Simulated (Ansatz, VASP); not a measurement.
**Two plane-wave programs on Sc**

```
Sc
1.0
    -1.84277    1.84277    1.84277
     1.84277   -1.84277    1.84277
     1.84277    1.84277   -1.84277
Sc
1
Direct
  0.00000 0.00000 0.00000
```

Alike in both runs: task single point; functional PBE; k mesh 16 × 16 × 16; occupations gaussian, width 0.05 eV; non-collinear spin, spin-orbit coupling.

|  | VASP | Ansatz |
| --- | --- | --- |
| version | VASP 6.6.1 | Ansatz 0.2.0 |
| potentials or method | VASP PAW PBE potentials, release 64 (Sc_sv), cutoff 520 eV | plane waves, PAW |
| valence electrons in the cell | 11 | 11 |

|  | VASP | Ansatz | Ansatz less VASP |
| --- | --- | --- | --- |
| pressure (GPa) | -0.3 | -0.3 | -0.03 |
